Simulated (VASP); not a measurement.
# LiH in VASP: notebook

LiH is run at these levels: LDA, PBEsol+D3(BJ), BLYP; tasks: single point.

All numbers are computed with VASP 6.6.1; they aren't measurements. Logs are shortened: lines on timing, memory, paths and dates and some standing lists are left out, and cuts for length are marked.

### Step 1. The cell of the first run

The structure is cubic, space group Fm-3m (No. 225). The conventional cell has a = 4.153 Å, b = 4.153 Å, c = 4.153 Å, α = 90.00°, β = 90.00°, γ = 90.00°. Li (site symmetry m-3m) has 6 H at 2.08 Å within 2.7 Å. H (site symmetry m-3m) has 6 Li at 2.08 Å within 2.7 Å.

### Step 2. Single point, LDA (volume scaled by 1.06)

The input, INCAR:

```
ALGO     = Normal         # electronic algorithm
EDIFF    = 1E-6           # SCF threshold, eV
ENCUT    = 520            # plane-wave cutoff, eV
GGA      = CA             # functional
ISIF     = 2              # what is computed and relaxed
ISMEAR   = -1             # smearing method
LASPH    = True           # aspherical terms in the spheres
LCHARG   = False          # write CHGCAR
LREAL    = False          # projectors in reciprocal space
LWAVE    = False          # write WAVECAR
NBANDS   = 9              # bands
NELM     = 80             # most SCF steps
PREC     = Accurate       # precision mode
SIGMA    = 0.05           # smearing width, eV
```

The input, KPOINTS:

```
k-points
0
Gamma
  11 11 11
```

The input, POSCAR:

```
LiH
1.0
    0.0000000000      2.0766964161      2.0766964161
    2.0766964161      0.0000000000      2.0766964161
    2.0766964161      2.0766964161      0.0000000000
Li H
1 1
Direct
    0.0000000000      0.0000000000      0.0000000000
    0.5000000000      0.5000000000      0.5000000000
```

Potentials or basis: VASP PAW LDA potentials, release 64 (Li_sv, H).

The run is started by

```bash
> cat potpaw_LDA.64/Li_sv/POTCAR potpaw_LDA.64/H/POTCAR > POTCAR
> mpirun -np 1 vasp_std > vasp.out
```

OUTCAR:

```text
EDIFF = 1E-6
   ENCUT = 520
   GGA = CA
   ISIF = 2
   ISMEAR = -1
   LASPH = True
   LREAL = False
   NELM = 80
   PREC = Accurate

 ion  position               nearest neighbor table
   1  0.000  0.000  0.000-
   2  0.500  0.500  0.500-

  LATTYP: Found a face centered cubic cell.
 ALAT       =     4.1533928322

  Lattice vectors:

 A1 = (   0.0000000000,   2.0766964161,   2.0766964161)
 A2 = (   2.0766964161,   0.0000000000,   2.0766964161)
 A3 = (   2.0766964161,   2.0766964161,   0.0000000000)

Analysis of symmetry for initial positions (statically):
=====================================================================
 Subroutine PRICEL returns:
 Original cell was already a primitive cell.

 Routine SETGRP: Setting up the symmetry group for a
 face centered cubic supercell.

 Subroutine GETGRP returns: Found 48 space group operations
 (whereof 48 operations were pure point group operations)
 out of a pool of 48 trial point group operations.

The static configuration has the point symmetry O_h .

Analysis of symmetry for dynamics (positions and initial velocities):
=====================================================================
 Subroutine PRICEL returns:
 Original cell was already a primitive cell.

 Routine SETGRP: Setting up the symmetry group for a
 face centered cubic supercell.

 Subroutine GETGRP returns: Found 48 space group operations
 (whereof 48 operations were pure point group operations)
 out of a pool of 48 trial point group operations.

The dynamic configuration has the point symmetry O_h .

 Subroutine INISYM returns: Found 48 space group operations
 (whereof 48 operations are pure point group operations),
 and found     1 'primitive' translations

----------------------------------------------------------------------------------------

                                     Primitive cell

  volume of cell :      17.9122

  direct lattice vectors                    reciprocal lattice vectors
     0.000000000  2.076696416  2.076696416    -0.240767016  0.240767016  0.240767016
     2.076696416  0.000000000  2.076696416     0.240767016 -0.240767016  0.240767016
     2.076696416  2.076696416  0.000000000     0.240767016  0.240767016 -0.240767016

  length of vectors
     2.936892237  2.936892237  2.936892237     0.417020705  0.417020705  0.417020705

  position of ions in fractional coordinates (direct lattice)
     0.000000000  0.000000000  0.000000000
     0.500000000  0.500000000  0.500000000

  ion indices of the primitive-cell ions
   primitive index   ion index
                 1           1
                 2           2

----------------------------------------------------------------------------------------

 KPOINTS: k-points

Automatic generation of k-mesh.
 Grid dimensions read from file:
 generate k-points for:   11   11   11

 Generating k-lattice:

  Cartesian coordinates                     Fractional coordinates (reciprocal lattice)
    -0.021887911  0.021887911  0.021887911     0.090909091  0.000000000  0.000000000
     0.021887911 -0.021887911  0.021887911     0.000000000  0.090909091  0.000000000
     0.021887911  0.021887911 -0.021887911     0.000000000  0.000000000  0.090909091

  Length of vectors
     0.037910973  0.037910973  0.037910973

  Shift w.r.t. Gamma in fractional coordinates (k-lattice)
     0.000000000  0.000000000  0.000000000

 Subroutine IBZKPT returns following result:
 ===========================================

 Found     56 irreducible k-points:

 Following reciprocal coordinates:
            Coordinates               Weight
  0.000000  0.000000  0.000000      1.000000
  0.090909  0.000000  0.000000      8.000000
  0.181818  0.000000  0.000000      8.000000
  0.272727  0.000000  0.000000      8.000000
  0.363636  0.000000  0.000000      8.000000
  0.454545  0.000000  0.000000      8.000000
[... 16 lines left out ...]
 -0.272727  0.181818  0.000000     24.000000
 -0.181818  0.181818  0.000000     12.000000
 [... further k-points ...]
   k-points           NKPTS =     56   k-points in BZ     NKDIM =     56   number of bands    NBANDS=      9
   number of dos      NEDOS =    301   number of ions     NIONS =      2
   total plane-waves  NPLWV =  13824
   dimension x,y,z NGX =    24 NGY =   24 NGZ =   24
   dimension x,y,z NGXF=    48 NGYF=   48 NGZF=   48
   ions per type =               1   1
   NGX,Y,Z   is equivalent  to a cutoff of  13.59, 13.59, 13.59 a.u.
   NGXF,Y,Z  is equivalent  to a cutoff of  27.17, 27.17, 27.17 a.u.
 SYSTEM =  unknown system
   PREC   = accura    normal or accurate (medium, high low for compatibility)
   ISTART =      0    job   : 0-new  1-cont  2-samecut
   ICHARG =      2    charge: 1-file 2-atom 10-const
   ISPIN  =      1    spin polarized calculation?
   LNONCOLLINEAR =      F non collinear calculations
   LSORBIT =      F    spin-orbit coupling
   LASPH  =      T    aspherical Exc in radial PAW
   ENCUT  =  520.0 eV  38.22 Ry    6.18 a.u.   5.46  5.46  5.46*2*pi/ulx,y,z
   NELM   =     80;   NELMIN=  2; NELMDL= -5     # of ELM steps
   EDIFF  = 0.1E-05   stopping-criterion for ELM
   LREAL  =      F    real-space projection
   EDIFFG = 0.1E-04   stopping-criterion for IOM
   NSW    =      0    number of steps for IOM
   IBRION =     -1    ionic relax: 0-MD 1-quasi-New 2-CG
   NFREE  =      0    steps in history (QN), initial steepest desc. (CG)
   ISIF   =      2    stress and relaxation
   ISYM   =      2    0-nonsym 1-usesym 2-fastsym
   POTIM  = 0.5000    time-step for ionic-motion
   TEBEG  =    0.0;   TEEND  =   0.0 temperature during run
   PSTRESS=    0.0 pullay stress
   NELECT =       4.0000    total number of electrons
   NUPDOWN=      -1.0000    fix difference up-down
   EMIN   =  10.00;   EMAX   =-10.00  energy-range for DOS
   EFERMI =   0.00;   METHOD = LEGACY
   ISMEAR =    -1;   SIGMA  =   0.05  broadening in eV -4-tet -1-fermi 0-gaus
   EFERMI_NEDOS =   21; number of points for ismear=-14 and -15
   IALGO  =     38    algorithm
   IMIX   =      4    mixing-type and parameters
     AMIX     =   0.40;   BMIX     =  1.00
     AMIX_MAG =   1.60;   BMIX_MAG =  1.00
  volume/ion in A,a.u.               =       8.96        60.44
  Fermi-wavevector in a.u.,A,eV,Ry     =   0.993219  1.876912 13.421937  0.986485
  Thomas-Fermi vector in A             =   2.125086
   LORBIT       =      0    0 simple, 1 ext, 2 COOP (PROOUT), +10 PAW based schemes
   GGA     = CA    functional components
   LHFCALC =     F    Hartree Fock is set to
   AEXX    =    0.0000 exact exchange contribution
   IVDW    =     0    specifies the selected vdW correction
   LEPSILON=     F    determine dielectric tensor
   LRPA    =     F    only Hartree local field effects (RPA)
 non-spin polarized calculation
  energy-cutoff  :      520.00
  volume of cell :       17.91
 maximum number of plane-waves:       531
 NGX is ok and might be reduce to    24
   NGX = 11   NGY = 11   NGZ = 11

 number of electron       4.0000007 magnetization

 Free energy of the ion-electron system (eV)
  ---------------------------------------------------
  ext. energy  EPLUGINS =         0.00000000
  ---------------------------------------------------
  free energy    TOTEN  =        -6.43924471 eV

  energy without entropy =       -6.43924471  energy(sigma->0) =       -6.43924471

 E-fermi :   0.8149     XC(G=0):  -8.4625

 val. band max:       -0.3216064564   @ k =  -0.4545   0.4545   0.0000
 cond. band min:       2.5522557733   @ k =  -0.4545   0.4545   0.0000
 fundamental gap:      2.8738622297
 Fermi energy:         0.8148778643

 k-point     1 :       0.0000    0.0000    0.0000
  band No.  band energies     occupation
      1     -43.8508      2.00000
      2      -5.4453      2.00000
      3      14.5106      0.00000
      4      16.0921      0.00000
      5      16.0921      0.00000
      6      16.0921      0.00000
      7      20.7243      0.00000
      8      20.7243      0.00000
      9      20.7243      0.00000

 k-point     2 :       0.0909    0.0000    0.0000
  band No.  band energies     occupation
      1     -43.8479      2.00000
      2      -5.3051      2.00000
      3      13.3781      0.00000
      4      15.3616      0.00000
      5      15.8014      0.00000
      6      15.8014      0.00000
      7      20.1704      0.00000
      8      21.3561      0.00000
      9      21.3561      0.00000

 k-point     3 :       0.1818    0.0000    0.0000
  band No.  band energies     occupation
      1     -43.8403      2.00000
      2      -4.8939      2.00000
      3      10.7168      0.00000
      4      14.3279      0.00000
      5      15.2782      0.00000
      6      15.2782      0.00000
      7      20.7033      0.00000
      8      21.5945      0.00000
      9      21.5945      0.00000

 k-point     4 :       0.2727    0.0000    0.0000
  band No.  band energies     occupation
      1     -43.8305      2.00000
      2      -4.2459      2.00000
      3       7.9668      0.00000
      4      13.4190      0.00000
      5      14.8936      0.00000
      6      14.8936      0.00000
      7      19.8580      0.00000
      8      19.8580      0.00000
      9      21.8631      0.00000
[... 205 lines left out ...]
 k-point    22 :      -0.3636    0.1818    0.0000
  band No.  band energies     occupation
      1     -43.8133      2.00000
      2      -2.4328      2.00000
      3       4.8402      0.00000
      4       8.6514      0.00000
      5      13.2810      0.00000
      6      14.0966      0.00000
      7      20.5340      0.00000
      8      22.9114      0.00000
      9      24.7176      0.00000

 k-point    23 :      -0.2727    0.1818    0.0000
  band No.  band energies     occupation
      1     -43.8192      2.00000
      2      -3.2092      2.00000
      3       6.6548      0.00000
      4       8.7588      0.00000
      5      14.2217      0.00000
      6      14.4853      0.00000
      7      20.0944      0.00000
      8      22.7699      0.00000
      9      23.9347      0.00000

 k-point    24 :      -0.1818    0.1818    0.0000
  band No.  band energies     occupation
      1     -43.8274      2.00000
      2      -3.9908      2.00000
      3       9.1220      0.00000
      4       9.2281      0.00000
      5      14.5394      0.00000
      6      15.8325      0.00000
      7      19.7329      0.00000
      8      21.4231      0.00000
      9      23.0259      0.00000

 [... further k-points ...]

------------------------ aborting loop because EDIFF is reached ----------------------------------------

  FORCE on cell =-STRESS in cart. coord.  units (eV):
  Direction    XX          YY          ZZ          XY          YZ          ZX
  --------------------------------------------------------------------------------------
  -------------------------------------------------------------------------------------
  Total       -0.6266299     -0.6266299     -0.6266299      0.0000000     -0.0000000     -0.0000000
  in kB      -56.0496161    -56.0496161    -56.0496161      0.0000000     -0.0000000     -0.0000000
  external PRESSURE =     -56.0496161 kB  Pullay stress =       0.0000000 kB

 VOLUME and BASIS-vectors are now :
 -----------------------------------------------------------------------------
  energy-cutoff  :      520.00
  volume of cell :       17.91
      direct lattice vectors                 reciprocal lattice vectors
     0.000000000  2.076696416  2.076696416    -0.240767016  0.240767016  0.240767016
     2.076696416  0.000000000  2.076696416     0.240767016 -0.240767016  0.240767016
     2.076696416  2.076696416  0.000000000     0.240767016  0.240767016 -0.240767016

 POSITION                                       TOTAL-FORCE (eV/Angst)
 -----------------------------------------------------------------------------------
      0.00000      0.00000      0.00000         0.000000     -0.000000      0.000000
      2.07670      2.07670      2.07670        -0.000000      0.000000     -0.000000
 -----------------------------------------------------------------------------------
    total drift:                                0.000000     -0.000000     -0.000000

  FREE ENERGIE OF THE ION-ELECTRON SYSTEM (eV)
  ---------------------------------------------------
  free  energy   TOTEN  =        -6.4392447102 eV

  energy  without entropy=       -6.4392447102  energy(sigma->0) =       -6.43924471
```

Run time: 5.7 s. Hardware: 1 thread of Intel Xeon Platinum 8175M at 2.50GHz (Skylake/Cascade Lake), shared host; peak memory 0.12 GiB.

Results:

- Free energy: -6.4392 eV
- Band gap on the k mesh: 2.87 eV, direct

Caveat: the cell differs from its parent crystal (volume scaled by 1.06); the cutoff is under 1.25 times the usual one of these potentials, so pressure, stress and relaxed cells hold a basis-set (Pulay) error. A k mesh can miss the band edges.

### Step 3. Single point, LDA

This run uses another cell than the first one, of 8.45 Å³/atom, 0.943 times its volume.

The input, INCAR:

```
  PREC = Accurate
  ENCUT = 520
  EDIFF = 1E-6
  ISMEAR = -1
  SIGMA = 0.05
  LREAL = F
  LASPH = T
  NELM = 80
  ALGO = Normal
  ISIF = 2
  LWAVE = F
  LCHARG = F
  NBANDS = 9
```

The input, KPOINTS:

```
regular mesh
0
Gamma
  11 11 11
```

The input, POSCAR:

```
LiH
1.0
    0.0000000000      2.0367500000      2.0367500000
    2.0367500000      0.0000000000      2.0367500000
    2.0367500000      2.0367500000      0.0000000000
Li H
1 1
Direct
    0.0000000000      0.0000000000      0.0000000000
    0.5000000000      0.5000000000      0.5000000000
```

Potentials or basis: VASP PAW LDA potentials, release 64 (Li_sv, H).

The run is started by

```bash
> cat potpaw_LDA.64/Li_sv/POTCAR potpaw_LDA.64/H/POTCAR > POTCAR
> mpirun -np 1 vasp_std > vasp.out
```

Wall time 17 s (1 thread of AMD EPYC 7R13, shared host); peak memory 0.09 GiB.

It converged, with:

| Item | Value |
| --- | --- |
| Free energy | -6.4694 eV |
| Band gap on the k mesh | 2.84 eV, direct |

Levels at points of the mesh, in eV from the valence-band top:
```csv
k point,band 1,band 2,band 3,band 4,band 5,band 6,band 7
"(0.00, 0.00, 0.00)",-43.46,-5.33,15.55,16.97,16.97,16.97,21.71
```

Caveat: the cutoff is under 1.25 times the usual one of these potentials, so pressure, stress and relaxed cells hold a basis-set (Pulay) error. A k mesh can miss the band edges.

[end of part 1 of 2]
